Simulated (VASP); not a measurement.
## Sb: single point with PBE

The system is Sb.

```
Sb
1.0
     3.10946    0.00000    0.00000
     0.00000    3.10946    0.00000
     0.00000    0.00000    3.10970
Sb
1
Direct
  0.50000 0.50000 0.50000
```

```json
{
 "Program": "VASP 6.6.1",
 "Task": "single point",
 "Functional": "PBE",
 "Potentials or basis": "VASP PAW PBE potentials, release 64 (Sb)",
 "Cutoff": "520 eV",
 "k mesh": "18 × 18 × 18",
 "Occupations": "gaussian, width 0.1 eV",
 "Spin": "no spin polarisation",
 "Dipole correction": "no",
 "Further INCAR settings": "ALGO = Normal; EDIFF = 1e-07; NBANDS = 8"
}
```

```yaml
Pressure: 0.0 GPa
```

Levels at points of the mesh, in eV from the Fermi level:
```tsv
k point	band 1	band 2	band 3	band 4	band 5	band 6	band 7
(0.00, 0.00, 0.00)	-12.36	3.22	3.22	3.22	6.88	6.88	8.18
(0.50, 0.00, 0.00)	-9.97	-5.55	5.20	5.20	8.95	10.55	11.38
(0.50, 0.50, 0.00)	-7.43	-3.53	-3.53	2.18	7.21	12.74	13.20
(0.00, 0.00, 0.50)	-9.97	-5.55	5.20	5.20	8.95	10.55	11.39
(0.50, 0.00, 0.50)	-7.43	-3.53	-3.53	2.18	7.21	12.74	13.20
(0.50, 0.50, 0.50)	-4.61	-1.63	-1.63	-1.63	4.81	4.81	4.81
```

It took 3 min on 1 thread of AMD EPYC 7R13, on a shared host, peak memory 0.22 GiB.

Caveat: spin-orbit coupling is left out, which moves the levels of the heavy elements.
